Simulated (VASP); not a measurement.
# ZrN (Fm-3m) in VASP: a series of runs

ZrN is run at these levels: PBE; tasks: single point.

Everything below comes from runs of VASP 6.6.1. Logs are shortened: lines on timing, memory, paths and dates and some standing lists are left out, and cuts for length are marked.

**1. The cell of the first run**

It takes space group Fm-3m (No. 225, cubic). Conventional cell: a = 4.595 Å, b = 4.595 Å, c = 4.595 Å, α = 90.00°, β = 90.00°, γ = 90.00°. Within 3.0 Å of Zr (site symmetry m-3m) lie 6 N at 2.30 Å. Within 3.0 Å of N (site symmetry m-3m) lie 6 Zr at 2.30 Å.

**2. Single point, PBE, collinear spin (12.13 Å³/atom)**

INCAR reads:

```
  PREC = Accurate
  ENCUT = 600
  EDIFF = 1E-6
  ISMEAR = 0
  SIGMA = 0.15
  LREAL = F
  LASPH = T
  NELM = 200
  ALGO = Normal
  ISIF = 2
  LWAVE = F
  LCHARG = T
  ISPIN = 2
  MAGMOM = 0.9 0
  LORBIT = 11
  NUPDOWN = 0.9
  LMAXMIX = 4
  GGA = PE
  LELF = T
  LVHAR = T
  NBANDS = 20
  GGA_COMPAT = F
```

KPOINTS reads:

```
Automatic mesh
0
Gamma
  18 18 18
```

POSCAR reads:

```
ZrN
1.0
    0.0000000000      2.2975147126      2.2975147126
    2.2975147126      0.0000000000      2.2975147126
    2.2975147126      2.2975147126      0.0000000000
Zr N
1 1
Direct
    0.0000000000      0.0000000000      0.0000000000
    0.5000000000      0.5000000000      0.5000000000
```

Potentials or basis: VASP PAW PBE potentials, release 64 (Zr_sv, N).

Launch:

```console
$ cat potpaw_PBE.64/Zr_sv/POTCAR potpaw_PBE.64/N/POTCAR > POTCAR
$ mpirun -np 1 vasp_std > vasp.out
```

OUTCAR:

```text
PREC = Accurate
   ENCUT = 600
   EDIFF = 1E-6
   ISMEAR = 0
   LREAL = F
   LASPH = T
   NELM = 200
   ISIF = 2
   ISPIN = 2
   LORBIT = 11
   NUPDOWN = 0.9
   GGA = PE

 ion  position               nearest neighbor table
   1  0.000  0.000  0.000-   2 2.30   2 2.30   2 2.30   2 2.30   2 2.30   2 2.30
   2  0.500  0.500  0.500-   1 2.30   1 2.30   1 2.30   1 2.30   1 2.30   1 2.30

  LATTYP: Found a face centered cubic cell.
 ALAT       =     4.5950294252

  Lattice vectors:

 A1 = (   0.0000000000,   2.2975147126,   2.2975147126)
 A2 = (   2.2975147126,   0.0000000000,   2.2975147126)
 A3 = (   2.2975147126,   2.2975147126,   0.0000000000)

Analysis of symmetry for initial positions (statically):
=====================================================================
 Subroutine PRICEL returns:
 Original cell was already a primitive cell.

 Routine SETGRP: Setting up the symmetry group for a
 face centered cubic supercell.

 Subroutine GETGRP returns: Found 48 space group operations
 (whereof 48 operations were pure point group operations)
 out of a pool of 48 trial point group operations.

The static configuration has the point symmetry O_h .

Analysis of symmetry for dynamics (positions and initial velocities):
=====================================================================
 Subroutine PRICEL returns:
 Original cell was already a primitive cell.

 Routine SETGRP: Setting up the symmetry group for a
 face centered cubic supercell.

 Subroutine GETGRP returns: Found 48 space group operations
 (whereof 48 operations were pure point group operations)
 out of a pool of 48 trial point group operations.

The dynamic configuration has the point symmetry O_h .

Analysis of structural, dynamic, and magnetic symmetry:
=====================================================================
 Subroutine PRICEL returns:
 Original cell was already a primitive cell.

 Routine SETGRP: Setting up the symmetry group for a
 face centered cubic supercell.

 Subroutine GETGRP returns: Found 48 space group operations
 (whereof 48 operations were pure point group operations)
 out of a pool of 48 trial point group operations.

The overall configuration has the point symmetry O_h .

 Subroutine INISYM returns: Found 48 space group operations
 (whereof 48 operations are pure point group operations),
 and found     1 'primitive' translations

----------------------------------------------------------------------------------------

[... 114 lines left out ...]
  Fermi-wavevector in a.u.,A,eV,Ry     =   1.454196  2.748031 28.772036  2.114685
  Thomas-Fermi vector in A             =   2.571374
   LORBIT       =     11    0 simple, 1 ext, 2 COOP (PROOUT), +10 PAW based schemes
   GGA     = PE    functional components
   LHFCALC =     F    Hartree Fock is set to
   AEXX    =    0.0000 exact exchange contribution
   IVDW    =     0    specifies the selected vdW correction
   LEPSILON=     F    determine dielectric tensor
   LRPA    =     F    only Hartree local field effects (RPA)
 spin polarized calculation
 Gauss-broadening in eV      SIGMA  =   0.15
  energy-cutoff  :      600.00
  volume of cell :       24.26
 maximum number of plane-waves:       869
 NGX is ok and might be reduce to    28
   NGX = 13   NGY = 13   NGZ = 13

 number of electron      17.0000000 magnetization       0.9000000

 Free energy of the ion-electron system (eV)
  ---------------------------------------------------
  ext. energy  EPLUGINS =         0.00000000
  ---------------------------------------------------
  free energy    TOTEN  =       -19.85393823 eV

  energy without entropy =      -19.84853823  energy(sigma->0) =      -19.85123823

 E-fermi :  10.0691     XC(G=0): -12.4402

 val. band max:       12.7627070327   @ k =  -0.3333   0.3333   0.1667
 cond. band min:      10.0835783139   @ k =  -0.4444   0.4444   0.0556
 fundamental gap:     -2.6791287188
 Fermi energy:        12.7945823544

 spin component 1

 k-point     1 :       0.0000    0.0000    0.0000
  band No.  band energies     occupation
      1     -37.8055      1.00000
      2     -15.4685      1.00000
      3     -15.4685      1.00000
      4     -15.4685      1.00000
      5      -4.4804      1.00000
      6       9.1488      1.00000
[... 541 lines left out ...]
     19      35.1180      0.00000
     20      36.1887      0.00000

 [... further k-points ...]

 spin component 2

 k-point     1 :       0.0000    0.0000    0.0000
  band No.  band energies     occupation
      1     -37.4844      1.00000
      2     -15.0924      1.00000
      3     -15.0924      1.00000
      4     -15.0924      1.00000
      5      -4.2175      1.00000
      6       9.3438      1.00000
[... 541 lines left out ...]
     19      35.5027      0.00000
     20      36.5783      0.00000

 [... further k-points ...]

------------------------ aborting loop because EDIFF is reached ----------------------------------------

  FORCE on cell =-STRESS in cart. coord.  units (eV):
  Direction    XX          YY          ZZ          XY          YZ          ZX
  --------------------------------------------------------------------------------------
  -------------------------------------------------------------------------------------
  Total        0.7903797      0.7903797      0.7903797      0.0000000      0.0000000      0.0000000
  in kB       52.2085286     52.2085286     52.2085286      0.0000000      0.0000000      0.0000000
  external PRESSURE =      52.2085286 kB  Pullay stress =       0.0000000 kB

 VOLUME and BASIS-vectors are now :
 -----------------------------------------------------------------------------
  energy-cutoff  :      600.00
  volume of cell :       24.26
      direct lattice vectors                 reciprocal lattice vectors
     0.000000000  2.297514713  2.297514713    -0.217626463  0.217626463  0.217626463
     2.297514713  0.000000000  2.297514713     0.217626463 -0.217626463  0.217626463
     2.297514713  2.297514713  0.000000000     0.217626463  0.217626463 -0.217626463

 POSITION                                       TOTAL-FORCE (eV/Angst)
 -----------------------------------------------------------------------------------
      0.00000      0.00000      0.00000        -0.000000      0.000000     -0.000000
      2.29751      2.29751      2.29751         0.000000     -0.000000      0.000000
 -----------------------------------------------------------------------------------
    total drift:                                0.000000      0.000000      0.000000

  FREE ENERGIE OF THE ION-ELECTRON SYSTEM (eV)
  ---------------------------------------------------
  free  energy   TOTEN  =       -19.8539382264 eV

  energy  without entropy=      -19.8485382285  energy(sigma->0) =      -19.85123823

 total charge

# of ion       s       p       d       tot
------------------------------------------
    1        2.160   6.029   1.676   9.866
    2        1.240   2.465   0.000   3.706
--------------------------------------------------
tot          3.400   8.495   1.676  13.571

 magnetization (x)

# of ion       s       p       d       tot
------------------------------------------
    1        0.007   0.003   0.506   0.515
    2        0.002   0.081   0.000   0.083
--------------------------------------------------
tot          0.008   0.084   0.506   0.598
```

Wall time 5.4 min (1 thread of Oxide Virtual Turin-like, shared host); peak memory 0.28 GiB.

What came out:

```yaml
Free_energy: -19.8539 eV
Pressure: 5.2 GPa
Net_moment: 0.90 μB per cell
Site_moments: Zr +0.52; N +0.08 μB
Valence_electrons_inside_the_program's_atomic_spheres: Zr 9.87; N 3.71
```

Caveat: the cell stands under pressure; the total moment is fixed, so each spin has its own Fermi level and the state may be an excited one.

**3. Single point, PBE, collinear spin (12.13 Å³/atom)**

INCAR reads:

```
PREC = Accurate ; ENCUT = 600
EDIFF = 1E-6 ; ISMEAR = 0
SIGMA = 0.15 ; LREAL = F
LASPH = T ; NELM = 200
ALGO = Normal ; ISIF = 2
LWAVE = F ; LCHARG = F
ISPIN = 2 ; MAGMOM = 0.3 0
LORBIT = 11 ; NUPDOWN = 0.3
LMAXMIX = 4 ; GGA = PE
NBANDS = 20 ; GGA_COMPAT = F
```

KPOINTS reads:

```
regular mesh
0
Gamma
  18 18 18
```

POSCAR is that of step 2.

Potentials or basis: VASP PAW PBE potentials, release 64 (Zr_sv, N).

Launch:

```console
$ cat potpaw_PBE.64/Zr_sv/POTCAR potpaw_PBE.64/N/POTCAR > POTCAR
$ mpirun -np 1 vasp_std > vasp.out
```

Wall time 4.5 min (1 thread of Oxide Virtual Turin-like, shared host); peak memory 0.27 GiB.

Results (log left out):

```
Free energy                                           : -20.3252 eV
Pressure                                              : 0.6 GPa
Net moment                                            : 0.30 μB per cell
Site moments                                          : Zr +0.18; N +0.03 μB
Valence electrons inside the program's atomic spheres : Zr 9.85; N 3.70
```

Caveat: the total moment is fixed, so each spin has its own Fermi level and the state may be an excited one.

**4. Single point, PBE, collinear spin (12.13 Å³/atom)**

INCAR reads:

```
PREC = Accurate ; ENCUT = 600
EDIFF = 1E-6 ; ISMEAR = 0
SIGMA = 0.15 ; LREAL = F
LASPH = T ; NELM = 200
ALGO = Normal ; ISIF = 2
LWAVE = F ; LCHARG = T
ISPIN = 2 ; MAGMOM = 0.7 0
LORBIT = 11 ; NUPDOWN = 0.7
LMAXMIX = 4 ; GGA = PE
LELF = T ; LVHAR = T
NBANDS = 20 ; GGA_COMPAT = F
```

KPOINTS reads:

```
Automatic mesh
0
Gamma
  18 18 18
```

POSCAR is that of step 3.

Launch:

```console
$ cat potpaw_PBE.64/Zr_sv/POTCAR potpaw_PBE.64/N/POTCAR > POTCAR
$ mpirun -np 1 vasp_std > vasp.out
```

Wall time 4.4 min (1 thread of Oxide Virtual Turin-like, shared host); peak memory 0.28 GiB.

Results (log left out):

- Free energy: -20.0782 eV
- Pressure: 3.1 GPa
- Net moment: 0.70 μB per cell
- Site moments: Zr +0.40; N +0.06 μB
- Valence electrons inside the program's atomic spheres: Zr 9.86; N 3.70

Caveat: the cell stands under pressure; the total moment is fixed, so each spin has its own Fermi level and the state may be an excited one.

**5. Single point, PBE, collinear spin (12.13 Å³/atom)**

INCAR reads:

```
PREC = Accurate
ENCUT = 600
EDIFF = 1E-6
ISMEAR = 0
SIGMA = 0.15
LREAL = F
LASPH = T
NELM = 200
ALGO = Normal
ISIF = 2
LWAVE = F
LCHARG = T
ISPIN = 2
MAGMOM = 0.1 0
LORBIT = 11
NUPDOWN = 0.1
LMAXMIX = 4
GGA = PE
LELF = T
LVHAR = T
NBANDS = 20
GGA_COMPAT = F
```

KPOINTS is that of step 4.

POSCAR is that of step 4.

Launch:

```console
$ cat potpaw_PBE.64/Zr_sv/POTCAR potpaw_PBE.64/N/POTCAR > POTCAR
$ mpirun -np 1 vasp_std > vasp.out
```

It took 5.1 min on 1 thread of Oxide Virtual Turin-like, shared host; peak memory 0.28 GiB.

The run converged. Its results:

```yaml
Free_energy: -20.3700 eV
Pressure: 0.2 GPa
Net_moment: 0.10 μB per cell
Site_moments: Zr +0.06; N +0.01 μB
Valence_electrons_inside_the_program's_atomic_spheres: Zr 9.85; N 3.70
```

Caveat: the total moment is fixed, so each spin has its own Fermi level and the state may be an excited one.

**6. Overview**

```csv
fixed moment (μB),pressure (GPa),moment (μB)
0.9,5.2,0.90
0.3,0.6,0.30
0.7,3.1,0.70
0.1,0.2,0.10
```

Alike in all rows: task single point; level PBE; potentials or basis VASP PAW PBE potentials, release 64 (Zr_sv, N); spin collinear; cell as given; k mesh 18 × 18 × 18; cutoff (eV) 600; smearing gaussian 0.15 eV.

Caveats: the total moment is fixed, so each spin has its own Fermi level and the state may be an excited one; the cell stands under pressure (at least some runs).

Total energies depend on the potentials used, so only differences within one code and one set of settings carry meaning.
